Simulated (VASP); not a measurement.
# Hf (P6/mmm) in VASP: single point with PBE

Aim: the single point of Hf with PBE.

All numbers are computed with VASP 6.6.1; they aren't measurements. Logs are shortened: lines on timing, memory, paths and dates and some standing lists are left out, and cuts for length are marked.

**1. The cell of the first run**

It takes space group P6/mmm (No. 191, hexagonal). The conventional cell has a = 4.962 Å, b = 4.962 Å, c = 3.086 Å, α = 90.00°, β = 90.00°, γ = 120.00°. Hf (site symmetry -6m2) has 11 Hf at 2.87 to 3.25 Å within 3.8 Å. Hf (site symmetry 6/mmm) has 14 Hf at 3.09 to 3.25 Å within 4.1 Å.

This isn't the form of Hf at room conditions, which is hcp.

**2. Single point, PBE**

File INCAR:

```
PREC = Accurate
ENCUT = 520
EDIFF = 1E-7
ISMEAR = 0
SIGMA = 0.05
LREAL = False
LASPH = True
NELM = 60
ALGO = Normal
ISIF = 2
LWAVE = False
LCHARG = False
GGA = PE
NBANDS = 22
```

File KPOINTS:

```
regular mesh
0
Gamma
  12 12 12
```

File POSCAR:

```
Hf
1.0
    4.9623295400      0.0000000000      0.0000000000
   -2.4811647700      4.2975034500      0.0000000000
    0.0000000000      0.0000000000      3.0862322500
Hf
3
Direct
    0.6666666700      0.3333333300      0.5000000000
    0.3333333300      0.6666666700      0.5000000000
    0.0000000000      0.0000000000      0.0000000000
```

Potentials or basis: VASP PAW PBE potentials, release 64 (Hf_pv).

Command:

```bash
cat potpaw_PBE.64/Hf_pv/POTCAR > POTCAR
mpirun -np 1 vasp_std > vasp.out
```

OUTCAR:

```text
PREC = Accurate
   ENCUT = 520
   EDIFF = 1E-7
   ISMEAR = 0
   LREAL = False
   LASPH = True
   NELM = 60
   ISIF = 2
   GGA = PE

 ion  position               nearest neighbor table
   1  0.667  0.333  0.500-   2 2.87   2 2.87   2 2.87   3 3.25   3 3.25   3 3.25   3 3.25   3 3.25
                             3 3.25
   2  0.333  0.667  0.500-   1 2.87   1 2.87   1 2.87   3 3.25   3 3.25   3 3.25   3 3.25   3 3.25
                             3 3.25
   3  0.000  0.000  0.000-   1 3.25   2 3.25   1 3.25   2 3.25   1 3.25   1 3.25   2 3.25   2 3.25
                             1 3.25   1 3.25   2 3.25   2 3.25

  LATTYP: Found a hexagonal cell.
 ALAT       =     4.9623295400
 C/A-ratio  =     0.6219321440

  Lattice vectors:

 A1 = (   4.9623295400,   0.0000000000,   0.0000000000)
 A2 = (  -2.4811647700,   4.2975034500,   0.0000000000)
 A3 = (   0.0000000000,   0.0000000000,   3.0862322500)

Analysis of symmetry for initial positions (statically):
=====================================================================
 Subroutine PRICEL returns:
 Original cell was already a primitive cell.

 Routine SETGRP: Setting up the symmetry group for a
 hexagonal supercell.

 Subroutine GETGRP returns: Found 24 space group operations
 (whereof 24 operations were pure point group operations)
 out of a pool of 24 trial point group operations.

The static configuration has the point symmetry D_6h.

Analysis of symmetry for dynamics (positions and initial velocities):
=====================================================================
 Subroutine PRICEL returns:
 Original cell was already a primitive cell.

 Routine SETGRP: Setting up the symmetry group for a
 hexagonal supercell.

 Subroutine GETGRP returns: Found 24 space group operations
 (whereof 24 operations were pure point group operations)
 out of a pool of 24 trial point group operations.

The dynamic configuration has the point symmetry D_6h.

 Subroutine INISYM returns: Found 24 space group operations
 (whereof 24 operations are pure point group operations),
 and found     1 'primitive' translations

----------------------------------------------------------------------------------------

                                     Primitive cell

  volume of cell :      65.8158

  direct lattice vectors                    reciprocal lattice vectors
     4.962329540  0.000000000  0.000000000     0.201518257  0.116346620  0.000000000
    -2.481164770  4.297503450  0.000000000     0.000000000  0.232693240  0.000000000
     0.000000000  0.000000000  3.086232250     0.000000000  0.000000000  0.324019685

  length of vectors
     4.962329540  4.962329546  3.086232250     0.232693240  0.232693240  0.324019685

  position of ions in fractional coordinates (direct lattice)
     0.666666670  0.333333330  0.500000000
     0.333333330  0.666666670  0.500000000
     0.000000000  0.000000000  0.000000000

  ion indices of the primitive-cell ions
   primitive index   ion index
                 1           1
                 2           2
                 3           3

----------------------------------------------------------------------------------------

 KPOINTS: regular mesh

Automatic generation of k-mesh.
 Grid dimensions read from file:
 generate k-points for:   12   12   12

 Generating k-lattice:

  Cartesian coordinates                     Fractional coordinates (reciprocal lattice)
     0.016793188  0.009695552  0.000000000     0.083333333  0.000000000  0.000000000
     0.000000000  0.019391103  0.000000000     0.000000000  0.083333333  0.000000000
     0.000000000  0.000000000  0.027001640     0.000000000  0.000000000  0.083333333

  Length of vectors
     0.019391103  0.019391103  0.027001640

  Shift w.r.t. Gamma in fractional coordinates (k-lattice)
     0.000000000  0.000000000  0.000000000

 Subroutine IBZKPT returns following result:
 ===========================================

 Found    133 irreducible k-points:

 Following reciprocal coordinates:
            Coordinates               Weight
  0.000000  0.000000  0.000000      1.000000
  0.083333 -0.000000  0.000000      6.000000
  0.166667  0.000000  0.000000      6.000000
  0.250000  0.000000  0.000000      6.000000
  0.333333  0.000000  0.000000      6.000000
  0.416667  0.000000  0.000000      6.000000
[... 16 lines left out ...]
  0.250000  0.000000  0.083333     12.000000
  0.333333  0.000000  0.083333     12.000000
 [... further k-points ...]
   k-points           NKPTS =    133   k-points in BZ     NKDIM =    133   number of bands    NBANDS=     22
   number of dos      NEDOS =    301   number of ions     NIONS =      3
   total plane-waves  NPLWV =  38400
   dimension x,y,z NGX =    40 NGY =   40 NGZ =   24
   dimension x,y,z NGXF=    80 NGYF=   80 NGZF=   48
   ions per type =               3
   NGX,Y,Z   is equivalent  to a cutoff of  13.40, 13.40, 12.93 a.u.
   NGXF,Y,Z  is equivalent  to a cutoff of  26.80, 26.80, 25.86 a.u.
 SYSTEM =  unknown system
   PREC   = accura    normal or accurate (medium, high low for compatibility)
   ISTART =      0    job   : 0-new  1-cont  2-samecut
   ICHARG =      2    charge: 1-file 2-atom 10-const
   ISPIN  =      1    spin polarized calculation?
   LNONCOLLINEAR =      F non collinear calculations
   LSORBIT =      F    spin-orbit coupling
   LASPH  =      T    aspherical Exc in radial PAW
   ENCUT  =  520.0 eV  38.22 Ry    6.18 a.u.   9.23  9.23  5.74*2*pi/ulx,y,z
   NELM   =     60;   NELMIN=  2; NELMDL= -5     # of ELM steps
   EDIFF  = 0.1E-06   stopping-criterion for ELM
   LREAL  =      F    real-space projection
   EDIFFG = 0.1E-05   stopping-criterion for IOM
   NSW    =      0    number of steps for IOM
   IBRION =     -1    ionic relax: 0-MD 1-quasi-New 2-CG
   NFREE  =      0    steps in history (QN), initial steepest desc. (CG)
   ISIF   =      2    stress and relaxation
   ISYM   =      2    0-nonsym 1-usesym 2-fastsym
   POTIM  = 0.5000    time-step for ionic-motion
   TEBEG  =    0.0;   TEEND  =   0.0 temperature during run
   PSTRESS=    0.0 pullay stress
   NELECT =      30.0000    total number of electrons
   NUPDOWN=      -1.0000    fix difference up-down
   EMIN   =  10.00;   EMAX   =-10.00  energy-range for DOS
   EFERMI =   0.00;   METHOD = LEGACY
   ISMEAR =     0;   SIGMA  =   0.05  broadening in eV -4-tet -1-fermi 0-gaus
   EFERMI_NEDOS =   21; number of points for ismear=-14 and -15
   IALGO  =     38    algorithm
   IMIX   =      4    mixing-type and parameters
     AMIX     =   0.40;   BMIX     =  1.00
     AMIX_MAG =   1.60;   BMIX_MAG =  1.00
  volume/ion in A,a.u.               =      21.94       148.05
  Fermi-wavevector in a.u.,A,eV,Ry     =   1.259907  2.380879 21.597416  1.587365
  Thomas-Fermi vector in A             =   2.393443
   LORBIT       =      0    0 simple, 1 ext, 2 COOP (PROOUT), +10 PAW based schemes
   GGA     = PE    functional components
   LHFCALC =     F    Hartree Fock is set to
   AEXX    =    0.0000 exact exchange contribution
   IVDW    =     0    specifies the selected vdW correction
   LEPSILON=     F    determine dielectric tensor
   LRPA    =     F    only Hartree local field effects (RPA)
 non-spin polarized calculation
 Gauss-broadening in eV      SIGMA  =   0.05
  energy-cutoff  :      520.00
  volume of cell :       65.82
 maximum number of plane-waves:      1790
 NGX is ok and might be reduce to    40
   NGX = 19   NGY = 19   NGZ = 11

 number of electron      30.0000003 magnetization

 Free energy of the ion-electron system (eV)
  ---------------------------------------------------
  ext. energy  EPLUGINS =         0.00000000
  ---------------------------------------------------
  free energy    TOTEN  =       -29.64173066 eV

  energy without entropy =      -29.63852915  energy(sigma->0) =      -29.64012991

 E-fermi :   4.8605     XC(G=0): -11.3715

 val. band max:        4.8538216611   @ k =   0.3333   0.2500   0.4167
 cond. band min:       4.8656703374   @ k =   0.4167   0.0833   0.3333
 fundamental gap:      0.0118486763
 Fermi energy:         4.8605335385

 k-point     1 :       0.0000    0.0000    0.0000
  band No.  band energies     occupation
      1     -25.8378      2.00000
      2     -25.8378      2.00000
      3     -25.7795      2.00000
      4     -25.7795      2.00000
      5     -25.4241      2.00000
      6     -25.1731      2.00000
[... 14 lines left out ...]
     21       7.7630      0.00000
     22       7.8014      0.00000

 k-point     2 :       0.0833   -0.0000    0.0000
  band No.  band energies     occupation
      1     -25.8826      2.00000
      2     -25.8752      2.00000
      3     -25.7338      2.00000
      4     -25.7249      2.00000
      5     -25.4212      2.00000
      6     -25.1737      2.00000
[... 14 lines left out ...]
     21       7.4291      0.00000
     22       8.2087      0.00000

 k-point     3 :       0.1667    0.0000    0.0000
  band No.  band energies     occupation
      1     -25.9424      2.00000
      2     -25.9068      2.00000
      3     -25.6713      2.00000
      4     -25.6463      2.00000
      5     -25.4133      2.00000
      6     -25.1751      2.00000
[... 14 lines left out ...]
     21       7.3275      0.00000
     22       8.6698      0.00000

 k-point     4 :       0.2500    0.0000    0.0000
  band No.  band energies     occupation
      1     -25.9947      2.00000
      2     -25.9091      2.00000
      3     -25.6153      2.00000
      4     -25.5822      2.00000
      5     -25.4021      2.00000
      6     -25.1763      2.00000
[... 14 lines left out ...]
     21       7.7114      0.00000
     22       9.1490      0.00000

 k-point     5 :       0.3333    0.0000    0.0000
  band No.  band energies     occupation
      1     -26.0348      2.00000
      2     -25.8815      2.00000
      3     -25.5715      2.00000
      4     -25.5600      2.00000
      5     -25.3903      2.00000
      6     -25.2036      2.00000
[... 14 lines left out ...]
     21       8.2257      0.00000
     22       9.0940      0.00000

 k-point     6 :       0.4167    0.0000    0.0000
  band No.  band energies     occupation
      1     -26.0599      2.00000
      2     -25.8343      2.00000
      3     -25.5892      2.00000
      4     -25.5434      2.00000
      5     -25.3814      2.00000
      6     -25.2249      2.00000
[... 14 lines left out ...]
     21       8.4403      0.00000
     22       8.8169      0.00000

 k-point     7 :       0.5000    0.0000    0.0000
  band No.  band energies     occupation
      1     -26.0685      2.00000
      2     -25.8039      2.00000
      3     -25.6183      2.00000
      4     -25.5338      2.00000
      5     -25.3780      2.00000
      6     -25.2274      2.00000
[... 324 lines left out ...]
      6     -25.2154      2.00000
[... 14 lines left out ...]
     21       7.6426      0.00000
     22       8.0295      0.00000

 k-point    21 :       0.0833   -0.0000    0.0833
  band No.  band energies     occupation
      1     -25.8739      2.00000
      2     -25.8669      2.00000
      3     -25.7301      2.00000
      4     -25.7215      2.00000
      5     -25.4556      2.00000
      6     -25.2163      2.00000
[... 14 lines left out ...]
     21       7.4325      0.00000
     22       8.3155      0.00000

 k-point    22 :       0.1667    0.0000    0.0833
  band No.  band energies     occupation
      1     -25.9323      2.00000
      2     -25.8983      2.00000
      3     -25.6698      2.00000
      4     -25.6457      2.00000
      5     -25.4484      2.00000
      6     -25.2184      2.00000
[... 14 lines left out ...]
     21       7.3500      0.00000
     22       8.7673      0.00000

 k-point    23 :       0.2500    0.0000    0.0833
  band No.  band energies     occupation
      1     -25.9834      2.00000
      2     -25.9016      2.00000
      3     -25.6161      2.00000
      4     -25.5851      2.00000
      5     -25.4384      2.00000
      6     -25.2196      2.00000
[... 14 lines left out ...]
     21       7.6349      0.00000
     22       9.2525      0.00000

 k-point    24 :       0.3333    0.0000    0.0833
  band No.  band energies     occupation
      1     -26.0226      2.00000
      2     -25.8761      2.00000
      3     -25.5743      2.00000
      4     -25.5680      2.00000
      5     -25.4239      2.00000
      6     -25.2172      2.00000
[... 14 lines left out ...]
     21       8.1286      0.00000
     22       9.0149      0.00000

 [... further k-points ...]
[... 5 lines left out ...]
  --------------------------------------------------------------------------------------
  -------------------------------------------------------------------------------------
  Total        0.6086717      0.6086717      0.5258099      0.0000000      0.0000000      0.0000000
  in kB       14.8171020     14.8171021     12.7999684      0.0000000      0.0000000      0.0000000
  external PRESSURE =      14.1447242 kB  Pullay stress =       0.0000000 kB

 VOLUME and BASIS-vectors are now :
 -----------------------------------------------------------------------------
  energy-cutoff  :      520.00
  volume of cell :       65.82
      direct lattice vectors                 reciprocal lattice vectors
     4.962329540  0.000000000  0.000000000     0.201518257  0.116346620  0.000000000
    -2.481164770  4.297503450  0.000000000     0.000000000  0.232693240  0.000000000
     0.000000000  0.000000000  3.086232250     0.000000000  0.000000000  0.324019685

 POSITION                                       TOTAL-FORCE (eV/Angst)
 -----------------------------------------------------------------------------------
      2.48116      1.43250      1.54312         0.000000     -0.000000      0.000000
     -0.00000      2.86500      1.54312        -0.000000      0.000000     -0.000000
      0.00000      0.00000      0.00000         0.000000      0.000000      0.000000
 -----------------------------------------------------------------------------------
    total drift:                                0.000000     -0.000000      0.000000

  FREE ENERGIE OF THE ION-ELECTRON SYSTEM (eV)
  ---------------------------------------------------
  free  energy   TOTEN  =       -29.6417306643 eV

  energy  without entropy=      -29.6385291459  energy(sigma->0) =      -29.64012991
```

Run time: 1.8 min. Hardware: 1 thread of Intel Xeon Platinum 8488C (Sapphire Rapids), shared host; peak memory 0.28 GiB.

What came out:

```
Free energy            : -29.6417 eV
Pressure               : 1.4 GPa
Band gap on the k mesh : zero (bands 15 and 16 overlap by 0.92 eV)
```

Stress tensor (GPa, compression positive):
```
1.48 0.00 0.00
0.00 1.48 0.00
0.00 0.00 1.28
```

Caveat: spin-orbit coupling is left out, which moves the levels of the heavy elements.
